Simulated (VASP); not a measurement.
Write the native input for VASP 6.6.1 that does the following.

```yaml
Task: single point
Functional: LDA
Potentials_or_basis: VASP PAW LDA potentials, release 64 (Ir)
Cutoff: 520 eV
k_mesh: 18 × 18 × 10
Occupations: gaussian, width 0.15 eV
Spin: no spin polarisation
Dipole_correction: no
Further_INCAR_settings: ALGO = Normal; EDIFF = 1e-06; NBANDS = 16
```

The structure of Ir lies in POSCAR:

```
Ir
1.0
    2.6782000000      0.0000000000      0.0000000000
   -1.3391000000      2.3193892364      0.0000000000
    0.0000000000      0.0000000000      4.1523000000
Ir
2
Direct
    0.6666666667      0.3333333333      0.7500000000
    0.3333333333      0.6666666667      0.2500000000
```

This isn't the form of Ir at room conditions, which is fcc.

One way to write it, as run:

INCAR

```
PREC = Accurate
ENCUT = 520
EDIFF = 1E-6
ISMEAR = 0
SIGMA = 0.15
LREAL = False
LASPH = True
NELM = 60
ALGO = Normal
ISIF = 2
LWAVE = False
LCHARG = True
GGA = CA
LELF = True
LVHAR = True
NBANDS = 16
```

KPOINTS

```
regular mesh
0
Gamma
  18 18 10
```

Potentials or basis: VASP PAW LDA potentials, release 64 (Ir).

Run with:

```sh
$ cat potpaw_LDA.64/Ir/POTCAR > POTCAR
$ mpirun -np 1 vasp_std > vasp.out
```

Results of the run:

```yaml
Pressure: 41.6 GPa
Band_gap_on_the_k_mesh: zero (bands 9 and 10 overlap by 3.86 eV)
```

Caveat: the cell stands under pressure; spin-orbit coupling is left out, which moves the levels of the heavy elements.

It took 46 s on 1 thread of Intel(R) Xeon(R) Platinum 8488C (Sapphire Rapids) (shared host), peak memory 0.19 GiB.
